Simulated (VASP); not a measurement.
# TaN (Fm-3m) in VASP: notebook, part 3 of 3

VASP 6.6.1. The steps go on from the part before.

## (6) Single point, PBEsol

INCAR

```
SYSTEM = TaN
ALGO = Normal
EDIFF = 1E-6
ENCUT = 600
GGA = PS
GGA_COMPAT = .FALSE.
ISIF = 2
ISMEAR = 0
LASPH = .TRUE.
LCHARG = .TRUE.
LELF = .TRUE.
LREAL = .FALSE.
LVHAR = .TRUE.
LWAVE = .FALSE.
NBANDS = 16
NELM = 120
PREC = Accurate
SIGMA = 0.2
```

KPOINTS

```
k-points
0
G
  13 13 13
  0 0 0
```

POSCAR

```
TaN
1.0
    0.0000000000      2.1790000000      2.1790000000
    2.1790000000      0.0000000000      2.1790000000
    2.1790000000      2.1790000000      0.0000000000
Ta N
1 1
Direct
    0.5000000000      0.5000000000      0.5000000000
    0.0000000000      0.0000000000      0.0000000000
```

Potentials or basis: VASP PAW PBE potentials, release 64 (Ta_sv_GW, N).

Run with:

```console
cat potpaw_PBE.64/Ta_sv_GW/POTCAR potpaw_PBE.64/N/POTCAR > POTCAR
mpirun -np 1 vasp_std > vasp.out
```

OUTCAR:

```text
SYSTEM = TaN
   EDIFF = 1E-6
   ENCUT = 600
   GGA = PS
   ISIF = 2
   ISMEAR = 0
   LASPH = .TRUE.
   LREAL = .FALSE.
   NELM = 120
   PREC = Accurate

 ion  position               nearest neighbor table
   1  0.500  0.500  0.500-   2 2.18   2 2.18   2 2.18   2 2.18   2 2.18   2 2.18
   2  0.000  0.000  0.000-   1 2.18   1 2.18   1 2.18   1 2.18   1 2.18   1 2.18

  LATTYP: Found a face centered cubic cell.
 ALAT       =     4.3580000000

  Lattice vectors:

 A1 = (   0.0000000000,   2.1790000000,   2.1790000000)
 A2 = (   2.1790000000,   0.0000000000,   2.1790000000)
 A3 = (   2.1790000000,   2.1790000000,   0.0000000000)

Analysis of symmetry for initial positions (statically):
=====================================================================
 Subroutine PRICEL returns:
 Original cell was already a primitive cell.

 Routine SETGRP: Setting up the symmetry group for a
 face centered cubic supercell.

 Subroutine GETGRP returns: Found 48 space group operations
 (whereof 48 operations were pure point group operations)
 out of a pool of 48 trial point group operations.

The static configuration has the point symmetry O_h .

Analysis of symmetry for dynamics (positions and initial velocities):
=====================================================================
 Subroutine PRICEL returns:
 Original cell was already a primitive cell.

 Routine SETGRP: Setting up the symmetry group for a
 face centered cubic supercell.

 Subroutine GETGRP returns: Found 48 space group operations
 (whereof 48 operations were pure point group operations)
 out of a pool of 48 trial point group operations.

The dynamic configuration has the point symmetry O_h .

 Subroutine INISYM returns: Found 48 space group operations
 (whereof 48 operations are pure point group operations),
 and found     1 'primitive' translations

----------------------------------------------------------------------------------------

                                     Primitive cell

  volume of cell :      20.6920

  direct lattice vectors                    reciprocal lattice vectors
     0.000000000  2.179000000  2.179000000    -0.229463056  0.229463056  0.229463056
     2.179000000  0.000000000  2.179000000     0.229463056 -0.229463056  0.229463056
     2.179000000  2.179000000  0.000000000     0.229463056  0.229463056 -0.229463056

  length of vectors
     3.081571352  3.081571352  3.081571352     0.397441672  0.397441672  0.397441672

  position of ions in fractional coordinates (direct lattice)
     0.500000000  0.500000000  0.500000000
     0.000000000  0.000000000  0.000000000

  ion indices of the primitive-cell ions
   primitive index   ion index
                 1           1
                 2           2

----------------------------------------------------------------------------------------

 KPOINTS: k-points

Automatic generation of k-mesh.
 Grid dimensions read from file:
 generate k-points for:   13   13   13

 Generating k-lattice:

  Cartesian coordinates                     Fractional coordinates (reciprocal lattice)
    -0.017651004  0.017651004  0.017651004     0.076923077  0.000000000  0.000000000
     0.017651004 -0.017651004  0.017651004     0.000000000  0.076923077  0.000000000
     0.017651004  0.017651004 -0.017651004     0.000000000  0.000000000  0.076923077

  Length of vectors
     0.030572436  0.030572436  0.030572436

  Shift w.r.t. Gamma in fractional coordinates (k-lattice)
     0.000000000  0.000000000  0.000000000

 Subroutine IBZKPT returns following result:
 ===========================================

 Found     84 irreducible k-points:

 Following reciprocal coordinates:
            Coordinates               Weight
  0.000000  0.000000  0.000000      1.000000
  0.076923  0.000000  0.000000      8.000000
  0.153846  0.000000  0.000000      8.000000
  0.230769  0.000000  0.000000      8.000000
  0.307692  0.000000  0.000000      8.000000
  0.384615  0.000000  0.000000      8.000000
[... 16 lines left out ...]
  0.384615  0.153846  0.000000     24.000000
  0.461538  0.153846  0.000000     24.000000
 [... further k-points ...]
   k-points           NKPTS =     84   k-points in BZ     NKDIM =     84   number of bands    NBANDS=     16
   number of dos      NEDOS =    301   number of ions     NIONS =      2
   total plane-waves  NPLWV =  21952
   dimension x,y,z NGX =    28 NGY =   28 NGZ =   28
   dimension x,y,z NGXF=    56 NGYF=   56 NGZF=   56
   ions per type =               1   1
   NGX,Y,Z   is equivalent  to a cutoff of  15.11, 15.11, 15.11 a.u.
   NGXF,Y,Z  is equivalent  to a cutoff of  30.21, 30.21, 30.21 a.u.
 SYSTEM =  TaN
   PREC   = accura    normal or accurate (medium, high low for compatibility)
   ISTART =      0    job   : 0-new  1-cont  2-samecut
   ICHARG =      2    charge: 1-file 2-atom 10-const
   ISPIN  =      1    spin polarized calculation?
   LNONCOLLINEAR =      F non collinear calculations
   LSORBIT =      F    spin-orbit coupling
   LASPH  =      T    aspherical Exc in radial PAW
   ENCUT  =  600.0 eV  44.10 Ry    6.64 a.u.   6.15  6.15  6.15*2*pi/ulx,y,z
   NELM   =    120;   NELMIN=  2; NELMDL= -5     # of ELM steps
   EDIFF  = 0.1E-05   stopping-criterion for ELM
   LREAL  =      F    real-space projection
   EDIFFG = 0.1E-04   stopping-criterion for IOM
   NSW    =      0    number of steps for IOM
   IBRION =     -1    ionic relax: 0-MD 1-quasi-New 2-CG
   NFREE  =      0    steps in history (QN), initial steepest desc. (CG)
   ISIF   =      2    stress and relaxation
   ISYM   =      2    0-nonsym 1-usesym 2-fastsym
   POTIM  = 0.5000    time-step for ionic-motion
   TEBEG  =    0.0;   TEEND  =   0.0 temperature during run
   PSTRESS=    0.0 pullay stress
   NELECT =      18.0000    total number of electrons
   NUPDOWN=      -1.0000    fix difference up-down
   EMIN   =  10.00;   EMAX   =-10.00  energy-range for DOS
   EFERMI =   0.00;   METHOD = LEGACY
   ISMEAR =     0;   SIGMA  =   0.20  broadening in eV -4-tet -1-fermi 0-gaus
   EFERMI_NEDOS =   21; number of points for ismear=-14 and -15
   IALGO  =     38    algorithm
   IMIX   =      4    mixing-type and parameters
     AMIX     =   0.40;   BMIX     =  1.00
     AMIX_MAG =   1.60;   BMIX_MAG =  1.00
  volume/ion in A,a.u.               =      10.35        69.82
  Fermi-wavevector in a.u.,A,eV,Ry     =   1.562782  2.953230 33.229345  2.442288
  Thomas-Fermi vector in A             =   2.665650
   LORBIT       =      0    0 simple, 1 ext, 2 COOP (PROOUT), +10 PAW based schemes
   GGA     = PS    functional components
   LHFCALC =     F    Hartree Fock is set to
   AEXX    =    0.0000 exact exchange contribution
   IVDW    =     0    specifies the selected vdW correction
   LEPSILON=     F    determine dielectric tensor
   LRPA    =     F    only Hartree local field effects (RPA)
 non-spin polarized calculation
 Gauss-broadening in eV      SIGMA  =   0.20
  energy-cutoff  :      600.00
  volume of cell :       20.69
 maximum number of plane-waves:       702
 NGX is ok and might be reduce to    28
   NGX = 13   NGY = 13   NGZ = 13

 number of electron      17.9999999 magnetization

 Free energy of the ion-electron system (eV)
  ---------------------------------------------------
  ext. energy  EPLUGINS =         0.00000000
  ---------------------------------------------------
  free energy    TOTEN  =       -25.76646938 eV

  energy without entropy =      -25.75451076  energy(sigma->0) =      -25.76049007

 E-fermi :  14.0921     XC(G=0): -14.1187

 val. band max:       13.9752572008   @ k =   0.2308   0.1538   0.0769
 cond. band min:      14.1099165244   @ k =   0.0000   0.0000   0.0000
 fundamental gap:      0.1346593236
 Fermi energy:        14.0920629591

 k-point     1 :       0.0000    0.0000    0.0000
  band No.  band energies     occupation
      1     -55.3889      2.00000
      2     -21.5632      2.00000
      3     -21.5632      2.00000
      4     -21.5632      2.00000
      5      -4.9462      2.00000
      6      10.1955      2.00000
[... 8 lines left out ...]
     15      23.2052      0.00000
     16      38.7435      0.00000
[... 419 lines left out ...]
 k-point    24 :       0.4615    0.1538    0.0000
  band No.  band energies     occupation
      1     -55.3226      2.00000
      2     -22.3882      2.00000
      3     -21.7569      2.00000
      4     -21.7084      2.00000
      5      -2.3669      2.00000
      6       4.4877      2.00000
[... 8 lines left out ...]
     15      24.9029      0.00000
     16      27.4372      0.00000

 [... further k-points ...]

------------------------ aborting loop because EDIFF is reached ----------------------------------------

  FORCE on cell =-STRESS in cart. coord.  units (eV):
  Direction    XX          YY          ZZ          XY          YZ          ZX
  --------------------------------------------------------------------------------------
  -------------------------------------------------------------------------------------
  Total        0.5861964      0.5861964      0.5861964     -0.0000000     -0.0000000      0.0000000
  in kB       45.3891467     45.3891467     45.3891467     -0.0000000     -0.0000000      0.0000000
  external PRESSURE =      45.3891467 kB  Pullay stress =       0.0000000 kB

 VOLUME and BASIS-vectors are now :
 -----------------------------------------------------------------------------
  energy-cutoff  :      600.00
  volume of cell :       20.69
      direct lattice vectors                 reciprocal lattice vectors
     0.000000000  2.179000000  2.179000000    -0.229463056  0.229463056  0.229463056
     2.179000000  0.000000000  2.179000000     0.229463056 -0.229463056  0.229463056
     2.179000000  2.179000000  0.000000000     0.229463056  0.229463056 -0.229463056

 POSITION                                       TOTAL-FORCE (eV/Angst)
 -----------------------------------------------------------------------------------
      2.17900      2.17900      2.17900         0.000000      0.000000      0.000000
      0.00000      0.00000      0.00000        -0.000000     -0.000000      0.000000
 -----------------------------------------------------------------------------------
    total drift:                                0.000000      0.000000      0.000000

  FREE ENERGIE OF THE ION-ELECTRON SYSTEM (eV)
  ---------------------------------------------------
  free  energy   TOTEN  =       -25.7664693841 eV

  energy  without entropy=      -25.7545107582  energy(sigma->0) =      -25.76049007
```

OSZICAR:

```text
N       E                     dE             d eps       ncg     rms          rms(c)
DAV:   1     0.116803335587E+03    0.11680E+03   -0.12313E+04  2712   0.129E+03
DAV:   2    -0.242630510989E+02   -0.14107E+03   -0.13553E+03  3856   0.339E+02
DAV:   3    -0.295746827300E+02   -0.53116E+01   -0.53017E+01  3200   0.599E+01
DAV:   4    -0.296954209872E+02   -0.12074E+00   -0.12074E+00  3872   0.601E+00
DAV:   5    -0.296986042065E+02   -0.31832E-02   -0.31832E-02  3264   0.666E-01    0.499E+01
DAV:   6    -0.259211576555E+02    0.37774E+01   -0.79770E+00  3136   0.253E+01    0.473E+01
DAV:   7    -0.258132882432E+02    0.10787E+00   -0.43904E-01  2784   0.568E+00    0.243E+01
DAV:   8    -0.257679590701E+02    0.45329E-01   -0.13766E-01  3336   0.294E+00    0.555E-01
DAV:   9    -0.257665704632E+02    0.13886E-02   -0.43804E-03  3040   0.631E-01    0.325E-01
DAV:  10    -0.257664815176E+02    0.88946E-04   -0.12867E-03  2888   0.361E-01    0.979E-02
DAV:  11    -0.257664843908E+02   -0.28732E-05   -0.97235E-05  3280   0.994E-02    0.385E-02
DAV:  12    -0.257664691385E+02    0.15252E-04   -0.29272E-05  3240   0.494E-02    0.141E-02
DAV:  13    -0.257664693841E+02   -0.24562E-06   -0.23739E-06  2640   0.127E-02
   1 F= -.25766469E+02 E0= -.25760490E+02  d E =-.119586E-01
```

stdout:

```text
POSCAR found type information on POSCAR TaN
 POSCAR found :  2 types and       2 ions
 scaLAPACK will be used
 -----------------------------------------------------------------------------
|                                                                             |
|                                                                             |
|     You enforced a specific xc type in the INCAR file but a different       |
|     I HOPE YOU KNOW WHAT YOU ARE DOING!                                     |
|                                                                             |
 -----------------------------------------------------------------------------

 LDA part: xc-table for (Slater+PW92), standard interpolation
 POSCAR, INCAR and KPOINTS ok, starting setup
 FFT: planning ... GRIDC
 FFT: planning ... GRID_SOFT
 FFT: planning ... GRID
 WAVECAR not read
 entering main loop
```

Run time: 56 s. Hardware: 1 thread of AMD EPYC 7R13 (Zen 3), shared host; peak memory 0.16 GiB.

What came out:

```yaml
Free_energy: -25.7665 eV
Pressure: 4.5 GPa
Band_gap_on_the_k_mesh: zero (band 9 reaches 15.90 eV, above the bottom of band 10 at 11.87 eV)
```

Caveat: the PAW data sets were made with another functional, which shifts forces and pressure a little; spin-orbit coupling is left out, which moves the levels of the heavy elements.

## (7) The runs side by side

| potentials or basis | cutoff (eV) | smearing | second run | gap on the mesh (eV) | pressure (GPa) |
| --- | --- | --- | --- | --- | --- |
| VASP PAW PBE potentials, release 64 (Ta_pv, N) | 520 | gaussian 0.3 eV | - | none | 5.6 |
| VASP PAW PBE potentials, release 64 (Ta_pv, N) | 520 | gaussian 0.2 eV | - | none | 5.5 |
| VASP PAW PBE potentials, release 64 (Ta_pv, N) | 520 | gaussian 0.1 eV | - | none | 5.4 |
| VASP PAW PBE potentials, release 64 (Ta_pv, N) | 520 | gaussian 0.05 eV | - | none | 5.4 |
| VASP PAW PBE potentials, release 64 (Ta_sv_GW, N) | 600 | gaussian 0.2 eV | valence_matched | none | 4.5 |

Alike in all rows: task single point; level PBEsol; no spin polarisation; cell as given; k mesh 13 × 13 × 13.

Caveats: the PAW data sets were made with another functional, which shifts forces and pressure a little; spin-orbit coupling is left out, which moves the levels of the heavy elements.

Absolute energies hang on the potentials; compare differences alone.
